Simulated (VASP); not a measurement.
# Sc2GaSbAs2 (P-4m2) in VASP: further runs, part 2 of 2

VASP 6.6.1.

## Step 3: Single point, PBE

This run uses another cell than the first one, of 21.03 Å³/atom.

Input file INCAR:

```
PREC     = Accurate       # precision mode
ENCUT    = 520            # plane-wave cutoff, eV
EDIFF    = 1E-6           # SCF threshold, eV
ISMEAR   = 0              # smearing method
SIGMA    = 0.1            # smearing width, eV
LREAL    = F              # projectors in reciprocal space
LASPH    = T              # aspherical terms in the spheres
NELM     = 80             # most SCF steps
ALGO     = Normal         # electronic algorithm
ISIF     = 2              # what is computed and relaxed
LWAVE    = F              # write WAVECAR
LCHARG   = F              # write CHGCAR
GGA      = PE             # functional
NBANDS   = 34             # bands
```

Input file KPOINTS:

```
Automatic mesh
0
Gamma
  10 10 6
```

Input file POSCAR:

```
Sc2GaSbAs2
1.0
    3.9583917737      0.0000000000      0.0000000000
    0.0000000000      3.9583917737      0.0000000000
    0.0000000000      0.0000000000      8.0514516145
Sc Ga Sb As
2 1 1 2
Direct
    0.5000000000      0.0000000000      0.3234104548
    0.0000000000      0.5000000000      0.6765895452
    0.0000000000      0.0000000000      0.0000000000
    0.5000000000      0.5000000000      0.0000000000
    0.5000000000      0.0000000000      0.6634808329
    0.0000000000      0.5000000000      0.3365191671
```

Potentials or basis: VASP PAW PBE potentials, release 64 (Sc_sv, Ga_d, Sb, As).

Run with:

```console
$ cat potpaw_PBE.64/Sc_sv/POTCAR potpaw_PBE.64/Ga_d/POTCAR potpaw_PBE.64/Sb/POTCAR potpaw_PBE.64/As/POTCAR > POTCAR
$ mpirun -np 1 vasp_std > vasp.out
```

Run time: 3.7 min. Hardware: 1 thread of AMD EPYC 9R45 (Zen 5), shared host; peak memory 0.47 GiB.

Results (log left out):

```
Free energy            : -33.0499 eV
Pressure               : 0.2 GPa
Largest force          : 0.016 eV/Å
Band gap on the k mesh : zero (bands 25 and 26 overlap by 2.02 eV)
```

Forces in eV/Å, atoms in the order of the input:
```
Sc   0.000  0.000 -0.016
Sc   0.000  0.000  0.016
Ga   0.000  0.000  0.000
Sb   0.000  0.000  0.000
As   0.000  0.000  0.010
As   0.000  0.000 -0.010
```

Levels at points of the mesh, in eV from the Fermi level:
```tsv
k point	band 21	band 22	band 23	band 24	band 25	band 26	band 27	band 28	band 29	band 30
(0.00, 0.00, 0.00)	-2.43	-0.94	-0.94	-0.29	-0.28	-0.28	0.21	1.28	1.44	1.57
(0.50, 0.00, 0.00)	-2.12	-2.07	-1.91	-0.12	-0.06	1.00	1.06	1.76	1.84	2.20
(0.50, 0.50, 0.00)	-3.39	-3.21	-2.86	-1.75	-1.75	0.55	1.02	1.14	1.35	2.22
(0.00, 0.00, 0.50)	-1.30	-1.21	-1.21	-0.69	-0.48	0.59	0.59	0.92	1.19	1.19
(0.50, 0.00, 0.50)	-2.64	-2.22	-2.09	-0.19	0.11	0.43	1.25	2.01	2.05	2.12
(0.50, 0.50, 0.50)	-3.78	-1.81	-1.64	-1.30	-1.00	-1.00	-0.95	1.97	1.97	2.14
```

Caveat: spin-orbit coupling is left out, which moves the levels of the heavy elements.

## Step 4: Relaxation of cell and atoms, PBE

This run uses another cell than the first one, of 23.93 Å³/atom.

Input file INCAR:

```
PREC     = Accurate       # precision mode
ENCUT    = 600            # plane-wave cutoff, eV
EDIFF    = 1E-6           # SCF threshold, eV
ISMEAR   = 0              # smearing method
SIGMA    = 0.1            # smearing width, eV
LREAL    = False          # projectors in reciprocal space
LASPH    = True           # aspherical terms in the spheres
NELM     = 100            # most SCF steps
ALGO     = Normal         # electronic algorithm
ISIF     = 3              # what is computed and relaxed
LWAVE    = False          # write WAVECAR
LCHARG   = False          # write CHGCAR
GGA      = PE             # functional
IBRION   = 2              # ionic algorithm
NSW      = 90             # ionic steps
EDIFFG   = -0.04          # ionic threshold
```

Input file KPOINTS:

```
regular mesh
0
Gamma
  4 4 4
```

Input file POSCAR:

```
Sc2GaSbAs2
1.0
    4.4147970700      0.0000000000      0.0000000000
    0.0000000000      4.4147970700      0.0000000000
    0.0000000000      0.0000000000      7.3682041900
Sc Ga Sb As
2 1 1 2
Direct
    0.5000000000      0.0000000000      0.3182089900
    0.0000000000      0.5000000000      0.6817910100
    0.0000000000      0.0000000000      0.0000000000
    0.5000000000      0.5000000000      0.0000000000
    0.5000000000      0.0000000000      0.8291289800
    0.0000000000      0.5000000000      0.1708710200
```

Run with:

```console
$ cat potpaw_PBE.64/Sc_sv/POTCAR potpaw_PBE.64/Ga_d/POTCAR potpaw_PBE.64/Sb/POTCAR potpaw_PBE.64/As/POTCAR > POTCAR
$ mpirun -np 1 vasp_std > vasp.out
```

Wall time 26 min (1 thread of AMD EPYC 9R45 (Zen 5), shared host); peak memory 0.33 GiB.

The run converged. Its results:

| Item | Value |
| --- | --- |
| Free energy | -29.6059 eV |
| Relaxed volume | 25.24 Å³/atom |
| Relaxed cell | a = 5.303 Å, b = 5.303 Å, c = 5.387 Å, α = 90.00°, β = 90.00°, γ = 90.00° |
| Space group after relaxing (to 0.1 Å) | P-4m2 (No. 115) |
| Energy gained by relaxing | 571.5 meV/atom |
| Ionic steps | 38 |
| Pressure after relaxing | 0.0 GPa |
| Largest force after relaxing | 0.009 eV/Å |
| Band gap on the k mesh | zero (bands 25 and 26 overlap by 0.64 eV) |

Forces in eV/Å, atoms in the order of the input:
```
Sc   0.000  0.000  0.008
Sc   0.000  0.000 -0.008
Ga   0.000  0.000  0.000
Sb   0.000  0.000  0.000
As   0.000  0.000 -0.009
As   0.000  0.000  0.009
```

Stress tensor (GPa, compression positive):
```
-0.05  0.00  0.00
 0.00 -0.05  0.00
 0.00  0.00  0.22
```

The path:
```csv
step,energy change (eV),largest force (eV/Å),pressure (GPa),volume (Å³)
1,0.0000,3.3278,8.58,143.61
2,-1.2441,1.1909,-4.72,171.47
3,-1.2518,1.3208,-3.85,168.27
4,-1.9665,1.4925,-3.17,158.86
5,-2.6548,1.7025,8.64,129.98
6,-2.6935,1.3980,-0.60,146.78
7,-3.0301,0.7164,2.50,138.42
8,-3.0358,0.4160,3.60,136.41
9,-2.9306,1.6937,1.94,143.51
10,-3.1028,0.7405,2.56,139.21
11,-3.1607,0.2032,-1.74,149.43
12,-3.1792,0.3445,-0.46,145.89
13,-3.1980,0.2426,-0.21,145.28
14,-3.2268,0.1039,0.69,143.45
15,-3.2415,0.0274,0.59,144.11
16,-3.2874,0.2225,0.31,146.05
17,-3.3682,0.5613,0.05,149.69
18,-3.0922,0.1657,1.64,155.99
19,-3.3716,0.6264,0.01,150.51
20,-3.3722,0.6258,0.02,150.88
21,-3.3792,0.5136,0.00,151.73
22,-3.3796,0.4785,-0.02,151.99
23,-3.3875,0.4117,-0.04,151.88
24,-3.4012,0.2228,-0.09,151.56
25,-3.4026,0.1490,-0.09,151.42
26,-3.4051,0.1284,0.01,151.24
27,-3.4105,0.1559,0.30,150.70
28,-3.4119,0.2336,0.88,149.63
29,-3.4129,0.2030,0.65,150.04
30,-3.4148,0.1944,0.57,150.23
31,-3.4194,0.1663,0.38,150.82
32,-3.4248,0.1114,-0.01,151.99
33,-3.4211,0.0105,-0.72,154.36
34,-3.4257,0.0796,-0.25,152.71
35,-3.4268,0.0645,-0.15,152.47
36,-3.4282,0.0438,-0.08,152.10
37,-3.4291,0.0088,0.08,151.35
38,-3.4291,0.0095,0.04,151.46
```

Final structure:
```xyz
6
Lattice="5.3027 0.0000 0.0000 0.0000 5.3027 0.0000 0.0000 0.0000 5.3865" Properties=species:S:1:pos:R:3 pbc="T T T"
Sc    2.6513    0.0000    1.5291
Sc    0.0000    2.6513    3.8574
Ga    0.0000    0.0000    0.0000
Sb    2.6513    2.6513    0.0000
As    2.6513    0.0000    4.2034
As    0.0000    2.6513    1.1831
```

Levels at points of the mesh, in eV from the Fermi level:
```csv
k point,band 21,band 22,band 23,band 24,band 25,band 26,band 27,band 28,band 29,band 30
"(0.00, 0.00, 0.00)",-2.31,-2.07,-2.07,-1.35,-0.17,-0.03,-0.03,0.30,0.60,0.60
"(0.50, 0.00, 0.00)",-2.82,-2.43,-1.71,-0.05,-0.01,0.02,0.33,0.85,1.18,1.71
"(0.50, 0.50, 0.00)",-2.17,-0.98,-0.74,-0.74,-0.58,0.30,0.30,0.78,1.17,1.40
"(0.00, 0.00, 0.50)",-2.69,-2.69,-2.18,-2.05,-0.92,0.81,0.86,1.10,1.10,2.07
"(0.50, 0.00, 0.50)",-3.44,-2.91,-1.87,-0.35,-0.20,0.49,0.99,1.01,1.04,1.77
"(0.50, 0.50, 0.50)",-3.28,-0.57,-0.57,0.19,0.45,0.45,0.50,0.89,0.89,0.91
```

Caveat: a cell axis changed by over 15 % at a fixed basis, so the end point is rough; spin-orbit coupling is left out, which moves the levels of the heavy elements.

## Step 5: Overview

| task | spin | cell | k mesh | cutoff (eV) | gap on the mesh (eV) | pressure (GPa) | largest force (eV/Å) |
| --- | --- | --- | --- | --- | --- | --- | --- |
| single point | collinear | a = 3.995, b = 3.995, c = 7.887 Å, 6 atoms, atomic positions A | 4 × 4 × 2 | 520 | none | -0.2 | 0.08 |
| single point | off | a = 3.958, b = 3.958, c = 8.051 Å, 6 atoms, atomic positions B | 10 × 10 × 6 | 520 | none | 0.2 | 0.02 |
| relaxation of cell and atoms | off | relaxed from a = 4.415, b = 4.415, c = 7.368 Å, 6 atoms, atomic positions C | 4 × 4 × 4 | 600 | none | 0.0 | 0.01 |

Alike in all rows: level PBE; potentials or basis VASP PAW PBE potentials, release 64 (Sc_sv, Ga_d, Sb, As); smearing gaussian 0.1 eV.

Caveats: some runs use coarse meshes; spin-orbit coupling is left out, which moves the levels of the heavy elements; a cell axis changed by over 15 % at a fixed basis, so the end point is rough (at least some runs).

Total energies depend on the potentials used, so only differences within one code and one set of settings carry meaning.
